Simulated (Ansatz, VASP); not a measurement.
**One calculation of InSe, two programs**

File INCAR:

```
  PREC = Accurate
  ENCUT = 520
  EDIFF = 1E-6
  ISMEAR = -1
  SIGMA = 0.05
  LREAL = F
  LASPH = T
  NELM = 60
  ALGO = Normal
  ISIF = 2
  LWAVE = F
  LCHARG = F
  GGA = CA
  NBANDS = 27
```

Contents of KPOINTS:

```
Automatic mesh
0
Gamma
  8 8 8
```

Contents of POSCAR:

```
InSe
1.0
    2.0392256448      1.1773474750      8.6055322212
   -2.0392256448      1.1773474750      8.6055322212
    0.0000000000     -2.3546949500      8.6055322212
In Se
2 2
Direct
    0.8886000000      0.8886000000      0.8886000000
    0.0000000000      0.0000000000      0.0000000000
    0.1719000000      0.1719000000      0.1719000000
    0.3835000000      0.3835000000      0.3835000000
```

input.yaml

```yaml
crystal:
  lattice:
    - [2.0392256448, 1.177347475, 8.6055322212]
    - [-2.0392256448, 1.177347475, 8.6055322212]
    - [0.0, -2.35469495, 8.6055322212]
  atoms:
    - { symbol: In, position: [0.8886, 0.8886, 0.8886] }
    - { symbol: In, position: [0.0, 0.0, 0.0] }
    - { symbol: Se, position: [0.1719, 0.1719, 0.1719] }
    - { symbol: Se, position: [0.3835, 0.3835, 0.3835] }
hamiltonian:
  xc: lda
  pseudopotentials: { kind: paw }
kpoints:
  mp_grid: { grid: [8, 8, 8] }
scf:
  occupations: { method: fermi_dirac, width: 0.05 }
output:
  forces: true
  stress: true
  eigenvalues: true
  write_density: true
  write_potential: true
  elf: true
  volumetric_format: npy
```

Alike in both runs: task single point; functional LDA; k mesh 8 × 8 × 8; occupations fermi-dirac, width 0.05 eV; no spin polarisation.

|  | VASP | Ansatz |
| --- | --- | --- |
| version | VASP 6.6.1 | Ansatz 0.2.0 |
| potentials or method | VASP PAW LDA potentials, release 64 (In_d, Se) | Ansatz PAW |
| plane-wave cutoff (eV) | 520 | 420 |
| valence electrons in the cell | 38 | 58 |

Ansatz gave:

```
gap on the k mesh at the Fermi level (eV)                     : 0.09
least direct gap on the mesh (eV)                             : 0.09
pressure (GPa)                                                : -3.9
traceless stress, the component that is largest in VASP (GPa) : -0.58
rms of the force components (eV/Å)                            : 0.188
```

**Question.** Which values does VASP return?

**Answer.** gap on the k mesh at the Fermi level (eV): 0.10; least direct gap on the mesh (eV): 0.10; pressure (GPa): -3.8; traceless stress, the component that is largest in VASP (GPa): -0.57; rms of the force components (eV/Å): 0.179.

LDA's correlation is that of Perdew and Zunger in VASP and of Perdew and Wang (1992) in Ansatz. Atom by atom the forces differ by 0.011 eV/Å (rms over components). VASP's potentials hold 38 valence electrons a cell and Ansatz's 58, so a difference there can come from the potentials and not from the codes.
